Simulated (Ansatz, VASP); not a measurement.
# NaPtCl3: VASP beside Ansatz

POSCAR

```
NaPtCl3
1.0
    4.9374769444      0.0000000000      0.0000000000
    0.0000000000      4.9374769444      0.0000000000
    0.0000000000      0.0000000000      4.9374769444
Na Pt Cl
1 1 3
Direct
    0.0000000000      0.0000000000      0.0000000000
    0.5000000000      0.5000000000      0.5000000000
    0.0000000000      0.5000000000      0.5000000000
    0.5000000000      0.5000000000      0.0000000000
    0.5000000000      0.0000000000      0.5000000000
```

File INCAR.step1:

```
SYSTEM = NaPtCl3
PREC = Accurate ; ENCUT = 520
ISMEAR = 0 ; SIGMA = 0.1
LREAL = .False. ; LASPH = .True.
NELM = 80 ; NBANDS = 27
GGA = PE ; ALGO = Normal
EDIFF = 1E-4 ; LWAVE = .True.
LCHARG = .False.
```

INCAR.step2

```
SYSTEM = NaPtCl3
PREC = Accurate ; ENCUT = 520
EDIFF = 1E-7 ; ISMEAR = 0
SIGMA = 0.1 ; LREAL = .False.
LASPH = .True. ; NELM = 80
ALGO = Normal ; ISIF = 2
LWAVE = .False. ; LCHARG = .False.
METAGGA = R2SCAN ; LMIXTAU = .True.
NBANDS = 27 ; ISTART = 1
```

File KPOINTS:

```
regular mesh
0
Gamma
  8 8 8
  0 0 0
```

Input for Ansatz:

```yaml
crystal:
  lattice:
    - [4.9374769444, 0.0, 0.0]
    - [0.0, 4.9374769444, 0.0]
    - [0.0, 0.0, 4.9374769444]
  atoms:
    - { symbol: Na, position: [0.0, 0.0, 0.0] }
    - { symbol: Pt, position: [0.5, 0.5, 0.5] }
    - { symbol: Cl, position: [0.0, 0.5, 0.5] }
    - { symbol: Cl, position: [0.5, 0.5, 0.0] }
    - { symbol: Cl, position: [0.5, 0.0, 0.5] }
basis:
  ecutwfc: 500
kpoints:
  mp_grid: { grid: [8, 8, 8] }
  band_path:
    path:
      - [[0.0, 0.0, 0.0], [0.0, 0.5, 0.0], [0.5, 0.5, 0.0], [0.0, 0.0, 0.0], [0.5, 0.5, 0.5], [0.0, 0.5, 0.0]]
      - [[0.5, 0.5, 0.5], [0.5, 0.5, 0.0]]
    npoints: 14
hamiltonian:
  xc: r2scan
scf:
  occupations: { method: gaussian, width: 0.1 }
  n_extra_bands: 12
output:
  forces: true
  stress: true
  eigenvalues: true
  populations: true
  dos: { projected: true, de: 0.02, nscf_kmesh: { grid: [10, 10, 10] } }
  bader: true
```

Alike in both runs: task single point; functional r2SCAN; k mesh 8 × 8 × 8; occupations gaussian, width 0.1 eV; no spin polarisation.

|  | VASP | Ansatz |
| --- | --- | --- |
| version | VASP 6.6.1 | Ansatz 0.2.0 |
| potentials or method | VASP PAW PBE potentials, release 64 (Na_pv, Pt, Cl), cutoff 520 eV | scalar-relativistic, plane waves, PAW |
| valence electrons in the cell | 38 | 48 |

VASP gave:

| Property | Result |
| --- | --- |
| gap on the k mesh at the Fermi level (eV) | none |
| pressure (GPa) | -1.3 |

Question: What did Ansatz give for the same quantities?

Answer: gap on the k mesh at the Fermi level (eV): none; pressure (GPa): -1.2.

VASP's potentials were made for PBE, not for r2SCAN. A gap of «none» marks a metal or a gap that the smearing closes. VASP's potentials hold 38 valence electrons a cell and Ansatz's 48, so a difference there can come from the potentials and not from the codes.

Spin-orbit coupling is off throughout.
